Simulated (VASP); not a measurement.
Write the native input for VASP 6.6.1 that does the following.

```
Task                   : relaxation of cell and atoms
Functional             : r2SCAN
Potentials or basis    : VASP PAW PBE potentials, release 64 (Mg_sv, O)
Cutoff                 : 920 eV
k mesh                 : 8 × 8 × 8
Occupations            : fermi-dirac, width 0.02 eV
Spin                   : no spin polarisation
Dipole correction      : no
Further INCAR settings : ALGO = Normal; EDIFF = 1e-07; IBRION = 2; EDIFFG = -0.005; NSW = 80; ISIF = 3
```

MgO:

```
Mg O
1.0
     2.65982    0.00000    0.00000
     0.00000    2.65982    0.00000
     0.00000    0.00000    2.65982
Mg O
1 1
Direct
  0.00000 0.00000 0.00000
  0.50000 0.50000 0.50000
```

These files were run (other wordings do the same):

POSCAR

```
MgO
1.0
    2.6598216231      0.0000000000      0.0000000000
    0.0000000000      2.6598216231      0.0000000000
    0.0000000000      0.0000000000      2.6598216231
Mg O
1 1
Direct
    0.0000000000      0.0000000000      0.0000000000
    0.5000000000      0.5000000000      0.5000000000
```

INCAR.step1

```
  ALGO = Normal
  EDIFF = 1E-5
  EDIFFG = -0.005
  ENCUT = 920
  GGA = PE
  GGA_COMPAT = False
  IBRION = 2
  ISIF = 3
  ISMEAR = -1
  LASPH = True
  LCHARG = False
  LREAL = False
  LWAVE = True
  NELM = 120
  NELMIN = 4
  NSW = 100
  PREC = Accurate
  SIGMA = 0.02
```

INCAR.step2

```
  ALGO = Normal
  EDIFF = 1E-7
  EDIFFG = -0.005
  ENCUT = 920
  GGA_COMPAT = False
  IBRION = 2
  ISIF = 3
  ISMEAR = -1
  ISTART = 1
  LASPH = True
  LCHARG = False
  LMIXTAU = True
  LREAL = False
  LWAVE = False
  METAGGA = R2SCAN
  NELM = 120
  NELMIN = 4
  NSW = 80
  PREC = Accurate
  SIGMA = 0.02
```

KPOINTS

```
k-points
0
Gamma
  8 8 8
```

Potentials or basis: VASP PAW PBE potentials, release 64 (Mg_sv, O).

Command:

```sh
$ cat potpaw_PBE.64/Mg_sv/POTCAR potpaw_PBE.64/O/POTCAR > POTCAR
$ cp INCAR.step1 INCAR
$ mpirun -np 1 vasp_std > vasp.out
$ cp INCAR.step2 INCAR
$ mpirun -np 1 vasp_std > vasp.out
```

It gave:

The relaxed volume is 9.07 Å³/atom. The relaxed cell is a = 2.627 Å, b = 2.627 Å, c = 2.627 Å, α = 90.00°, β = 90.00°, γ = 90.00°. The space group after relaxing (to 0.1 Å) is Pm-3m (No. 221). The energy gained by relaxing is 6.2 meV/atom, the ionic steps are 3 and the pressure after relaxing is 0.0 GPa. The band gap on the k mesh is 3.47 eV (least direct gap 4.52 eV).

Caveat: the structure was generated, so it needn't be the stable form of MgO; the PAW data sets were made with another functional, which shifts forces and pressure a little.

It took 87 s on 1 thread of Intel(R) Xeon(R) 6975P-C (Granite Rapids), with other jobs on the host, peak memory 0.18 GiB.
